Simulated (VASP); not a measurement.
# Pt: single point with PBE

Crystal: Pt.

```
Pt
1.0
     0.00000    1.98110    1.98110
     1.98110    0.00000    1.98110
     1.98110    1.98110    0.00000
Pt
1
Direct
  0.00000 0.00000 0.00000
```

- Program: VASP 6.6.1
- Task: single point
- Functional: PBE
- Potentials or basis: VASP PAW PBE potentials, release 64 (Pt)
- Cutoff: 500 eV
- k mesh: 8 × 8 × 8
- Occupations: gaussian, width 0.1 eV
- Spin: no spin polarisation

* Pressure: 0.4 GPa
* Band gap on the k mesh: zero (bands 5 and 6 overlap by 2.11 eV)

Levels at points of the mesh, in eV from the Fermi level:
```csv
k point,band 2,band 3,band 4,band 5,band 6,band 7,band 8,band 9
"(0.00, 0.00, 0.00)",-3.56,-3.56,-3.56,-1.52,-1.52,14.80,19.59,19.59
"(0.50, 0.00, 0.00)",-3.62,-3.62,-0.27,0.07,0.07,5.66,14.36,18.84
"(0.50, 0.50, 0.00)",-6.25,0.03,0.49,0.49,1.91,8.60,11.37,11.37
```

Wall time 2.6 s on 1 thread of Intel(R) Xeon(R) 6975P-C (Granite Rapids) (shared host), peak memory 0.12 GiB.

Caveat: spin-orbit coupling is left out, which moves the levels of the heavy elements.
